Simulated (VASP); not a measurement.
# Ta (Im-3m) in VASP: a series of runs

Runs on Ta. Level: r2SCAN. Tasks: single point, relaxation of cell and atoms.

All numbers are computed with VASP 6.6.1; they aren't measurements. Logs are shortened: lines on timing, memory, paths and dates and some standing lists are left out, and cuts for length are marked.

## Step 1: The cell of the first run

The structure is cubic, space group Im-3m (No. 229). The conventional cell has a = 3.306 Å, b = 3.306 Å, c = 3.306 Å, α = 90.00°, β = 90.00°, γ = 90.00°. Ta (site symmetry m-3m) has 14 Ta at 2.86 to 3.31 Å within 3.8 Å.

## Step 2: Single point, r2SCAN

File POSCAR:

```
Ta
1.0
   -1.6529141159      1.6529141159      1.6529141159
    1.6529141159     -1.6529141159      1.6529141159
    1.6529141159      1.6529141159     -1.6529141159
Ta
1
Direct
    0.0000000000      0.0000000000      0.0000000000
```

File INCAR.step1:

```
SYSTEM = Ta
PREC = Accurate
ENCUT = 520
ISMEAR = 0
SIGMA = 0.02
LREAL = .False.
LASPH = .True.
NELM = 60
NBANDS = 12
GGA = PE
ALGO = Normal
EDIFF = 1E-4
LWAVE = .True.
LCHARG = .False.
```

File INCAR.step2:

```
SYSTEM = Ta
PREC = Accurate
ENCUT = 520
EDIFF = 1E-6
ISMEAR = 0
SIGMA = 0.02
LREAL = .False.
LASPH = .True.
NELM = 60
ALGO = Normal
ISIF = 2
LWAVE = .False.
LCHARG = .False.
METAGGA = R2SCAN
LMIXTAU = .True.
NBANDS = 12
ISTART = 1
```

File KPOINTS:

```
regular mesh
0
Gamma
  17 17 17
  0 0 0
```

Potentials or basis: VASP PAW PBE potentials, release 64 (Ta_pv).

On the command line:

```
cat potpaw_PBE.64/Ta_pv/POTCAR > POTCAR
cp INCAR.step1 INCAR
mpirun -np 1 vasp_std > vasp.out
cp INCAR.step2 INCAR
mpirun -np 1 vasp_std > vasp.out
```

OUTCAR:

```text
SYSTEM = Ta
   PREC = Accurate
   ENCUT = 520
   EDIFF = 1E-6
   ISMEAR = 0
   LREAL = .False.
   LASPH = .True.
   NELM = 60
   ISIF = 2
   METAGGA = R2SCAN
   ISTART = 1

 ion  position               nearest neighbor table
   1  0.000  0.000  0.000-

  LATTYP: Found a body centered cubic cell.
 ALAT       =     3.3058282318

  Lattice vectors:

 A1 = (  -1.6529141159,   1.6529141159,   1.6529141159)
 A2 = (   1.6529141159,  -1.6529141159,   1.6529141159)
 A3 = (   1.6529141159,   1.6529141159,  -1.6529141159)

Analysis of symmetry for initial positions (statically):
=====================================================================
 Subroutine PRICEL returns:
 Original cell was already a primitive cell.

 Routine SETGRP: Setting up the symmetry group for a
 body centered cubic supercell.

 Subroutine GETGRP returns: Found 48 space group operations
 (whereof 48 operations were pure point group operations)
 out of a pool of 48 trial point group operations.

The static configuration has the point symmetry O_h .

Analysis of symmetry for dynamics (positions and initial velocities):
=====================================================================
 Subroutine PRICEL returns:
 Original cell was already a primitive cell.

 Routine SETGRP: Setting up the symmetry group for a
 body centered cubic supercell.

 Subroutine GETGRP returns: Found 48 space group operations
 (whereof 48 operations were pure point group operations)
 out of a pool of 48 trial point group operations.

The dynamic configuration has the point symmetry O_h .

 Subroutine INISYM returns: Found 48 space group operations
 (whereof 48 operations are pure point group operations),
 and found     1 'primitive' translations

----------------------------------------------------------------------------------------

                                     Primitive cell

  volume of cell :      18.0639

  direct lattice vectors                    reciprocal lattice vectors
    -1.652914116  1.652914116  1.652914116     0.000000000  0.302496055  0.302496055
     1.652914116 -1.652914116  1.652914116     0.302496055  0.000000000  0.302496055
     1.652914116  1.652914116 -1.652914116     0.302496055  0.302496055  0.000000000

  length of vectors
     2.862931229  2.862931229  2.862931229     0.427794024  0.427794024  0.427794024

  position of ions in fractional coordinates (direct lattice)
     0.000000000  0.000000000  0.000000000

  ion indices of the primitive-cell ions
   primitive index   ion index
                 1           1

----------------------------------------------------------------------------------------

 KPOINTS: regular mesh

Automatic generation of k-mesh.
 Grid dimensions read from file:
 generate k-points for:   17   17   17

 Generating k-lattice:

  Cartesian coordinates                     Fractional coordinates (reciprocal lattice)
     0.000000000  0.017793886  0.017793886     0.058823529  0.000000000  0.000000000
     0.017793886  0.000000000  0.017793886     0.000000000  0.058823529  0.000000000
     0.017793886  0.017793886  0.000000000     0.000000000  0.000000000  0.058823529

  Length of vectors
     0.025164354  0.025164354  0.025164354

  Shift w.r.t. Gamma in fractional coordinates (k-lattice)
     0.000000000  0.000000000  0.000000000

 Subroutine IBZKPT returns following result:
 ===========================================

 Found    165 irreducible k-points:

 Following reciprocal coordinates:
            Coordinates               Weight
  0.000000  0.000000  0.000000      1.000000
  0.058824  0.000000  0.000000     12.000000
  0.117647  0.000000  0.000000     12.000000
  0.176471  0.000000  0.000000     12.000000
  0.235294  0.000000  0.000000     12.000000
  0.294118  0.000000  0.000000     12.000000
[... 16 lines left out ...]
  0.411765  0.117647  0.000000     48.000000
  0.176471  0.176471  0.000000     24.000000
 [... further k-points ...]
   k-points           NKPTS =    165   k-points in BZ     NKDIM =    165   number of bands    NBANDS=     12
   number of dos      NEDOS =    301   number of ions     NIONS =      1
   total plane-waves  NPLWV =  13824
   dimension x,y,z NGX =    24 NGY =   24 NGZ =   24
   dimension x,y,z NGXF=    48 NGYF=   48 NGZF=   48
   ions per type =               1
   NGX,Y,Z   is equivalent  to a cutoff of  13.94, 13.94, 13.94 a.u.
   NGXF,Y,Z  is equivalent  to a cutoff of  27.87, 27.87, 27.87 a.u.
 SYSTEM =  Ta
   PREC   = accura    normal or accurate (medium, high low for compatibility)
   ISTART =      1    job   : 0-new  1-cont  2-samecut
   ICHARG =      0    charge: 1-file 2-atom 10-const
   ISPIN  =      1    spin polarized calculation?
   LNONCOLLINEAR =      F non collinear calculations
   LSORBIT =      F    spin-orbit coupling
   LASPH  =      T    aspherical Exc in radial PAW
   ENCUT  =  520.0 eV  38.22 Ry    6.18 a.u.   5.32  5.32  5.32*2*pi/ulx,y,z
   NELM   =     60;   NELMIN=  2; NELMDL=  0     # of ELM steps
   EDIFF  = 0.1E-05   stopping-criterion for ELM
   LREAL  =      F    real-space projection
   EDIFFG = 0.1E-04   stopping-criterion for IOM
   NSW    =      0    number of steps for IOM
   IBRION =     -1    ionic relax: 0-MD 1-quasi-New 2-CG
   NFREE  =      0    steps in history (QN), initial steepest desc. (CG)
   ISIF   =      2    stress and relaxation
   ISYM   =      2    0-nonsym 1-usesym 2-fastsym
   POTIM  = 0.5000    time-step for ionic-motion
   TEBEG  =    0.0;   TEEND  =   0.0 temperature during run
   PSTRESS=    0.0 pullay stress
   NELECT =      11.0000    total number of electrons
   NUPDOWN=      -1.0000    fix difference up-down
   EMIN   =  10.00;   EMAX   =-10.00  energy-range for DOS
   EFERMI =   0.00;   METHOD = LEGACY
   ISMEAR =     0;   SIGMA  =   0.02  broadening in eV -4-tet -1-fermi 0-gaus
   EFERMI_NEDOS =   21; number of points for ismear=-14 and -15
   IALGO  =     38    algorithm
   IMIX   =      4    mixing-type and parameters
     AMIX     =   0.40;   BMIX     =  1.00
     AMIX_MAG =   1.60;   BMIX_MAG =  1.00
  volume/ion in A,a.u.               =      18.06       121.90
  Fermi-wavevector in a.u.,A,eV,Ry     =   1.387614  2.622211 26.197657  1.925474
  Thomas-Fermi vector in A             =   2.511819
   LORBIT       =      0    0 simple, 1 ext, 2 COOP (PROOUT), +10 PAW based schemes
   METAGGA = R2SCAN    functional components
   LHFCALC =     F    Hartree Fock is set to
   AEXX    =    0.0000 exact exchange contribution
   IVDW    =     0    specifies the selected vdW correction
   LEPSILON=     F    determine dielectric tensor
   LRPA    =     F    only Hartree local field effects (RPA)
 non-spin polarized calculation
 Gauss-broadening in eV      SIGMA  =   0.02
  energy-cutoff  :      520.00
  volume of cell :       18.06
 maximum number of plane-waves:       496
 NGX is ok and might be reduce to    24
   NGX = 11   NGY = 11   NGZ = 11

 number of electron      11.0000002 magnetization

 Free energy of the ion-electron system (eV)
  ---------------------------------------------------
  ext. energy  EPLUGINS =         0.00000000
  ---------------------------------------------------
  free energy    TOTEN  =       -48.57954026 eV

  energy without entropy =      -48.57921710  energy(sigma->0) =      -48.57937868

 E-fermi :   5.3078     XC(G=0): -13.7554

 val. band max:        5.3024452542   @ k =   0.2353   0.0000   0.0000
 cond. band min:       5.3107149731   @ k =  -0.2353   0.2353   0.0588
 fundamental gap:      0.0082697189
 Fermi energy:         5.3078111459

 k-point     1 :       0.0000    0.0000    0.0000
  band No.  band energies     occupation
      1     -28.9388      2.00000
      2     -28.9388      2.00000
      3     -28.9388      2.00000
      4      -3.0167      2.00000
      5       6.1417      0.00000
      6       6.1417      0.00000
      7       6.1417      0.00000
      8       9.6172      0.00000
      9       9.6172      0.00000
     10      17.3857      0.00000
     11      21.0655      0.00000
     12      21.0655      0.00000

 k-point     2 :       0.0588    0.0000    0.0000
  band No.  band energies     occupation
      1     -28.9839      2.00000
      2     -28.9525      2.00000
      3     -28.9391      2.00000
      4      -2.8553      2.00000
      5       6.0348      0.00000
      6       6.1091      0.00000
      7       6.2981      0.00000
      8       9.4421      0.00000
      9       9.6160      0.00000
     10      17.3857      0.00000
     11      21.2102      0.00000
     12      21.3493      0.00000

 k-point     3 :       0.1176    0.0000    0.0000
  band No.  band energies     occupation
      1     -29.1113      2.00000
      2     -28.9915      2.00000
      3     -28.9398      2.00000
      4      -2.3898      2.00000
      5       5.7434      0.00000
      6       5.9710      0.00000
      7       6.7617      0.00000
      8       9.0912      0.00000
      9       9.6233      0.00000
     10      17.3855      0.00000
     11      21.5598      0.00000
     12      22.1687      0.00000
[... 286 lines left out ...]
 k-point    23 :       0.4118    0.1176    0.0000
  band No.  band energies     occupation
      1     -30.1012      2.00000
      2     -29.3803      2.00000
      3     -29.0058      2.00000
      4       1.2121      2.00000
      5       3.8294      2.00000
      6       5.9852      0.00000
      7       9.3063      0.00000
      8      10.7584      0.00000
      9      13.8275      0.00000
     10      17.0243      0.00000
     11      17.4123      0.00000
     12      18.8161      0.00000

 k-point    24 :       0.1765    0.1765    0.0000
  band No.  band energies     occupation
      1     -29.7296      2.00000
      2     -29.1994      2.00000
      3     -29.0201      2.00000
      4       0.3905      2.00000
      5       4.4364      2.00000
      6       4.7213      2.00000
      7       8.5804      0.00000
      8      10.2554      0.00000
      9      10.4254      0.00000
     10      17.3844      0.00000
     11      20.6649      0.00000
     12      22.7481      0.00000

 [... further k-points ...]

------------------------ aborting loop because EDIFF is reached ----------------------------------------

  FORCE on cell =-STRESS in cart. coord.  units (eV):
  Direction    XX          YY          ZZ          XY          YZ          ZX
  --------------------------------------------------------------------------------------
  -------------------------------------------------------------------------------------
  Total        0.0704434      0.0704434      0.0704434     -0.0000000     -0.0000000     -0.0000000
  in kB        6.2479829      6.2479829      6.2479829     -0.0000000     -0.0000000     -0.0000000
  external PRESSURE =       6.2479829 kB  Pullay stress =       0.0000000 kB

 VOLUME and BASIS-vectors are now :
 -----------------------------------------------------------------------------
  energy-cutoff  :      520.00
  volume of cell :       18.06
      direct lattice vectors                 reciprocal lattice vectors
    -1.652914116  1.652914116  1.652914116     0.000000000  0.302496055  0.302496055
     1.652914116 -1.652914116  1.652914116     0.302496055  0.000000000  0.302496055
     1.652914116  1.652914116 -1.652914116     0.302496055  0.302496055  0.000000000

 POSITION                                       TOTAL-FORCE (eV/Angst)
 -----------------------------------------------------------------------------------
      0.00000      0.00000      0.00000        -0.000000     -0.000000      0.000000
 -----------------------------------------------------------------------------------
    total drift:                               -0.000000      0.000000      0.000000

  FREE ENERGIE OF THE ION-ELECTRON SYSTEM (eV)
  ---------------------------------------------------
  free  energy   TOTEN  =       -48.5795402559 eV

  energy  without entropy=      -48.5792170964  energy(sigma->0) =      -48.57937868
```

Wall time 74 s (1 thread of AMD EPYC 9R45 (Zen 5), shared host); peak memory 0.14 GiB.

Results:

| Item | Value |
| --- | --- |
| Free energy | -48.5795 eV |
| Pressure | 0.6 GPa |
| Band gap on the k mesh | zero (an odd number of electrons rules out a gap without spin polarisation) |

Caveat: the PAW data sets were made with another functional, which shifts forces and pressure a little; spin-orbit coupling is left out, which moves the levels of the heavy elements.

## Step 3: Relaxation of cell and atoms, r2SCAN

This run uses another cell than the first one, of 18.01 Å³/atom.

File POSCAR:

```
Ta
1.0
   -1.6512800000      1.6512800000      1.6512800000
    1.6512800000     -1.6512800000      1.6512800000
    1.6512800000      1.6512800000     -1.6512800000
Ta
1
Direct
    0.0000000000      0.0000000000      0.0000000000
```

File INCAR.step1:

```
SYSTEM = Ta
  ALGO = Normal
  EDIFF = 1E-4
  ENCUT = 600
  GGA = PE
  ISMEAR = 0
  LASPH = .TRUE.
  LCHARG = .FALSE.
  LREAL = .FALSE.
  LWAVE = .TRUE.
  NELM = 100
  PREC = Accurate
  SIGMA = 0.02
```

File INCAR.step2:

```
SYSTEM = Ta
  ALGO = Normal
  EDIFF = 1E-7
  EDIFFG = -0.03
  ENCUT = 600
  IBRION = 2
  ISIF = 3
  ISMEAR = 0
  ISTART = 1
  LASPH = .TRUE.
  LCHARG = .FALSE.
  LMIXTAU = .TRUE.
  LREAL = .FALSE.
  LWAVE = .FALSE.
  METAGGA = R2SCAN
  NELM = 100
  NSW = 80
  PREC = Accurate
  SIGMA = 0.02
```

File KPOINTS:

```
k-points
0
G
  17 17 17
  0 0 0
```

Potentials or basis: VASP PAW PBE potentials, release 64 (Ta_pv).

On the command line:

```
cat potpaw_PBE.64/Ta_pv/POTCAR > POTCAR
cp INCAR.step1 INCAR
mpirun -np 1 vasp_std > vasp.out
cp INCAR.step2 INCAR
mpirun -np 1 vasp_std > vasp.out
```

OUTCAR:

```text
SYSTEM = Ta
   EDIFF = 1E-7
   EDIFFG = -0.03
   ENCUT = 600
   IBRION = 2
   ISIF = 3
   ISMEAR = 0
   ISTART = 1
   LASPH = .TRUE.
   LREAL = .FALSE.
   METAGGA = R2SCAN
   NELM = 100
   NSW = 80
   PREC = Accurate

 ion  position               nearest neighbor table
   1  0.000  0.000  0.000-

  LATTYP: Found a body centered cubic cell.
 ALAT       =     3.3025600000

  Lattice vectors:

 A1 = (  -1.6512800000,   1.6512800000,   1.6512800000)
 A2 = (   1.6512800000,  -1.6512800000,   1.6512800000)
 A3 = (   1.6512800000,   1.6512800000,  -1.6512800000)

Analysis of symmetry for initial positions (statically):
=====================================================================
 Subroutine PRICEL returns:
 Original cell was already a primitive cell.

 Routine SETGRP: Setting up the symmetry group for a
 body centered cubic supercell.

 Subroutine GETGRP returns: Found 48 space group operations
 (whereof 48 operations were pure point group operations)
 out of a pool of 48 trial point group operations.

The static configuration has the point symmetry O_h .

[... 166 lines left out ...]
  -------------------------------------------------------------------------------------
  Total        0.1325772      0.1325772      0.1325772      0.0000000      0.0000000     -0.0000000
  in kB       11.7938947     11.7938947     11.7938947      0.0000000      0.0000000     -0.0000000
  external PRESSURE =      11.7938947 kB  Pullay stress =       0.0000000 kB
[... 57 lines left out ...]
--------------------------------------- Ionic step        3  -------------------------------------------

 number of electron      11.0000001 magnetization

 Free energy of the ion-electron system (eV)
  ---------------------------------------------------
  ext. energy  EPLUGINS =         0.00000000
  ---------------------------------------------------
  free energy    TOTEN  =       -48.57999632 eV

  energy without entropy =      -48.57968938  energy(sigma->0) =      -48.57984285

 E-fermi :   5.2819     XC(G=0): -13.7367

 val. band max:        5.2806586720   @ k =   0.3529   0.1765   0.0588
 cond. band min:       5.2880145873   @ k =  -0.2353   0.2353   0.0588
 fundamental gap:      0.0073559153
 Fermi energy:         5.2818826709

 k-point     1 :       0.0000    0.0000    0.0000
  band No.  band energies     occupation
      1     -28.9780      2.00000
      2     -28.9780      2.00000
      3     -28.9780      2.00000
      4      -3.0296      2.00000
      5       6.1163      0.00000
      6       6.1163      0.00000
      7       6.1163      0.00000
      8       9.5806      0.00000
      9       9.5806      0.00000
[... 265 lines left out ...]
 k-point    24 :       0.1765    0.1765    0.0000
  band No.  band energies     occupation
      1     -29.7604      2.00000
      2     -29.2359      2.00000
      3     -29.0584      2.00000
      4       0.3685      2.00000
      5       4.4173      2.00000
      6       4.7004      2.00000
      7       8.5478      0.00000
      8      10.2129      0.00000
      9      10.3833      0.00000

 [... further k-points ...]
[... 5 lines left out ...]
  --------------------------------------------------------------------------------------
  -------------------------------------------------------------------------------------
  Total        0.0004793      0.0004793      0.0004793      0.0000000     -0.0000000      0.0000000
  in kB        0.0423778      0.0423778      0.0423778      0.0000000     -0.0000000      0.0000000
  external PRESSURE =       0.0423778 kB  Pullay stress =       0.0000000 kB
[... 16 lines left out ...]
  FREE ENERGIE OF THE ION-ELECTRON SYSTEM (eV)
  ---------------------------------------------------
  free  energy   TOTEN  =       -48.5799963185 eV

  energy  without entropy=      -48.5796893835  energy(sigma->0) =      -48.57984285

 reached required accuracy - stopping structural energy minimisation
```

OUTCAR.step1:

```text
SYSTEM = Ta
   EDIFF = 1E-4
   ENCUT = 600
   GGA = PE
   ISMEAR = 0
   LASPH = .TRUE.
[... 505 lines left out ...]
 -----------------------------------------------------------------------------------
      0.00000      0.00000      0.00000         0.000000      0.000000      0.000000
 -----------------------------------------------------------------------------------
    total drift:                               -0.000000      0.000000      0.000000

  FREE ENERGIE OF THE ION-ELECTRON SYSTEM (eV)
  ---------------------------------------------------
  free  energy   TOTEN  =       -11.8110366549 eV

  energy  without entropy=      -11.8108048960  energy(sigma->0) =      -11.81092078
```

Wall time 2.8 min (1 thread of AMD EPYC 9R45 (Zen 5), shared host); peak memory 0.15 GiB.

What came out:

```
Free energy                           : -48.5800 eV
Relaxed volume                        : 18.12 Å³/atom
Relaxed cell                          : a = 2.866 Å, b = 2.866 Å, c = 2.866 Å, α = 109.47°, β = 109.47°, γ = 109.47°
Space group after relaxing (to 0.1 Å) : Im-3m (No. 229)
Energy gained by relaxing             : 0.4 meV/atom
Ionic steps                           : 3
Pressure after relaxing               : 0.0 GPa
Band gap on the k mesh                : zero (an odd number of electrons rules out a gap without spin polarisation)
```

Step by step:
| step | energy change (eV) | largest force (eV/Å) | pressure (GPa) | volume (Å³) |
| --- | --- | --- | --- | --- |
| 1 | 0.0000 | 0.0000 | 1.18 | 18.01 |
| 2 | 0.0015 | 0.0000 | -2.55 | 18.36 |
| 3 | -0.0004 | 0.0000 | 0.00 | 18.12 |

Final structure:
```yaml
crystal:
  lattice:
    - [-1.65465, 1.65465, 1.65465]
    - [1.65465, -1.65465, 1.65465]
    - [1.65465, 1.65465, -1.65465]
  atoms:
    - { symbol: Ta, position: [0.00000, 0.00000, 0.00000] }
```

Levels at points of the mesh, in eV from the Fermi level:
```tsv
k point	band 4	band 5	band 6	band 7	band 8	band 9
(0.00, 0.00, 0.00)	-8.31	0.83	0.83	0.83	4.30	4.30
```

Caveat: the PAW data sets were made with another functional, which shifts forces and pressure a little; spin-orbit coupling is left out, which moves the levels of the heavy elements.
